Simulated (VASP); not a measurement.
A run of VASP 6.6.1 is set up as follows.

Contents of POSCAR:

```
GaN
1.0
    0.0000000000      2.1814839722      2.1814839722
    2.1814839722      0.0000000000      2.1814839722
    2.1814839722      2.1814839722      0.0000000000
Ga N
1 1
Direct
    0.0000000000      0.0000000000      0.0000000000
    0.2500000000      0.2500000000      0.2500000000
```

File INCAR.step1:

```
PREC = Accurate
ENCUT = 520
ISMEAR = 0
SIGMA = 0.01
LREAL = F
LASPH = T
NELM = 60
NBANDS = 16
GGA = PE
ALGO = Normal
EDIFF = 1E-4
LWAVE = T
LCHARG = F
```

The input INCAR.step2:

```
PREC = Accurate
ENCUT = 520
EDIFF = 1E-7
ISMEAR = 0
SIGMA = 0.01
LREAL = F
LASPH = T
NELM = 60
ALGO = Normal
ISIF = 2
LWAVE = F
LCHARG = F
METAGGA = R2SCAN
LMIXTAU = T
NBANDS = 16
ISTART = 1
```

Contents of KPOINTS:

```
Automatic mesh
0
Gamma
  10 10 10
```

Potentials or basis: VASP PAW PBE potentials, release 64 (Ga_d, N).

Command:

```bash
$ cat potpaw_PBE.64/Ga_d/POTCAR potpaw_PBE.64/N/POTCAR > POTCAR
$ cp INCAR.step1 INCAR
$ mpirun -np 1 vasp_std > vasp.out
$ cp INCAR.step2 INCAR
$ mpirun -np 1 vasp_std > vasp.out
```

Problem. What does it give for the band gap on the k mesh?

Solution. 2.77 eV, direct.

Problem. Predict the pressure.

Solution. 23.2 GPa.

Caveat: the cell differs from its parent crystal (strain -3.0%); the PAW data sets were made with another functional, which shifts forces and pressure a little.
